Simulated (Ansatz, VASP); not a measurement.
TiRh3 in VASP and in Ansatz

File INCAR:

```
  PREC = Accurate
  ENCUT = 600
  EDIFF = 1E-6
  ISMEAR = 0
  SIGMA = 0.1
  LREAL = False
  LASPH = True
  NELM = 60
  ALGO = Fast
  ISIF = 3
  LWAVE = False
  LCHARG = False
  IBRION = 2
  NSW = 100
  EDIFFG = -0.005
```

The input KPOINTS:

```
regular mesh
0
Gamma
  12 12 12
```

Contents of POSCAR:

```
TiRh3
1.0
    3.7708808006      0.0000000000      0.0000000000
    0.0000000000      3.7708808006      0.0000000000
    0.0000000000      0.0000000000      3.7708808006
Ti Rh
1 3
Direct
    0.0000000000      0.0000000000      0.0000000000
    0.0000000000      0.5000000000      0.5000000000
    0.5000000000      0.0000000000      0.5000000000
    0.5000000000      0.5000000000      0.0000000000
```

Input for Ansatz:

```yaml
crystal:
  lattice:
    - [3.7708808054, 0.0, 0.0]
    - [0.0, 3.7708808054, 0.0]
    - [0.0, 0.0, 3.7708808054]
  atoms:
    - { symbol: Ti, position: [0.0, 0.0, 0.0] }
    - { symbol: Rh, position: [0.0, 0.5, 0.5] }
    - { symbol: Rh, position: [0.5, 0.0, 0.5] }
    - { symbol: Rh, position: [0.5, 0.5, 0.0] }
basis:
  ecutwfc: 420
kpoints:
  mp_grid: { grid: [12, 12, 12] }
hamiltonian:
  xc: lda
scf:
  occupations: { method: gaussian, width: 0.1 }
output:
  forces: true
  stress: true
  eigenvalues: true
  write_density: true
  write_potential: true
  elf: true
  volumetric_format: npy
relax:
  adjacent_minimum: "off"
  f_tol: 0.005
  max_steps: 80
  cell: { stress_tol: 0.05 }
```

Alike in both runs: task relaxation of cell and atoms; functional LDA; k mesh 12 × 12 × 12; occupations gaussian, width 0.1 eV; no spin polarisation.

|  | VASP | Ansatz |
| --- | --- | --- |
| version | VASP 6.6.1 | Ansatz 0.2.0 |
| potentials or method | VASP PAW LDA potentials, release 64 (Ti_sv, Rh_pv), cutoff 600 eV | scalar-relativistic, plane waves, PAW |
| valence electrons in the cell | 57 | 63 |

|  | VASP | Ansatz | Ansatz less VASP |
| --- | --- | --- | --- |
| gap on the k mesh at the Fermi level, each at its own relaxed structure (eV) | none | none | - |
| relaxed volume (Å³/atom) | 13.43 | 13.40 | -0.034 |
| relaxed length of the cell vector where the two differ most in proportion (Å) | 3.774 | 3.771 | -0.0032 |

LDA's correlation is that of Perdew and Zunger in VASP and of Perdew and Wang (1992) in Ansatz. A gap of «none» marks a metal or a gap that the smearing closes. VASP's potentials hold 57 valence electrons a cell and Ansatz's 63, so a difference there can come from the potentials and not from the codes.
